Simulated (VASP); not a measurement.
La2O3:

```
CELL_PARAMETERS angstrom
6.26678 0.00000 0.00000
-3.13339 5.42719 0.00000
0.00000 0.00000 3.29977
ATOMIC_POSITIONS crystal
La 0.33333 0.66667 0.50000
La 0.66667 0.33333 0.50000
O 0.49199 0.49199 0.00000
O 0.00000 0.50801 0.00000
O 0.50801 0.00000 0.00000
```

Base run:

* Program: VASP 6.6.1
* Functional: BLYP
* Potentials or basis: VASP PAW PBE potentials, release 64 (La, O)
* Cutoff: 520 eV
* k mesh: 6 × 6 × 6
* Occupations: gaussian, width 0.01 eV
* Spin: no spin polarisation

Its results: band gap on the k mesh 1.64 eV (least direct gap 2.15 eV); pressure 5.3 GPa; largest force 0.034 eV/Å.

The run is repeated on the same cell with these changes: functional from BLYP to PBEsol. What comes out?

Band gap on the k mesh 1.46 eV (least direct gap 1.98 eV); pressure -1.2 GPa; largest force 0.062 eV/Å.

PBEsol binds more tightly than BLYP, so the same cell stands under less pressure.

Caveats: the PAW data sets were made with another functional, which shifts forces and pressure a little; spin-orbit coupling is left out, which moves the levels of the heavy elements; the cell stands under pressure (at least some runs).

A k mesh can miss the band edges.
